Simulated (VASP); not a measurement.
A run of VASP 6.6.1:

The input INCAR:

```
ALGO = Fast
EDIFF = 1E-7
ENCUT = 520
GGA = PE
ISIF = 2
ISMEAR = 0
ISPIN = 2
LASPH = True
LCHARG = False
LDAU = True
LDAUJ = 0
LDAUL = 3
LDAUPRINT = 1
LDAUTYPE = 2
LDAUU = 6
LMAXMIX = 6
LORBIT = 11
LREAL = False
LWAVE = False
MAGMOM = 8.25 8.25
NBANDS = 29
NELM = 150
PREC = Accurate
SIGMA = 0.1
```

KPOINTS

```
k-points
0
Gamma
  12 12 6
```

POSCAR

```
Gd
1.0
    3.6515676489      0.0000000000      0.0000000000
   -1.8257838244      3.1623503476      0.0000000000
    0.0000000000      0.0000000000      5.8528464233
Gd
2
Direct
    0.3333333333      0.6666666667      0.7500000000
    0.6666666667      0.3333333333      0.2500000000
```

Potentials or basis: VASP PAW PBE potentials, release 64 (Gd).

Launch:

```console
$ cat potpaw_PBE.64/Gd/POTCAR > POTCAR
$ mpirun -np 1 vasp_std > vasp.out
```

Hardware: 1 thread of Intel(R) Xeon(R) Platinum 8259CL CPU @ 2.50GHz (Skylake/Cascade Lake), on a shared host.

Q: Estimate the wall time of this run.

A: Run time: 51 min on 1 thread of Intel(R) Xeon(R) Platinum 8259CL CPU @ 2.50GHz (Skylake/Cascade Lake), with other jobs on the host, peak memory 0.39 GiB. Counts: scf iterations 115, k points 76.
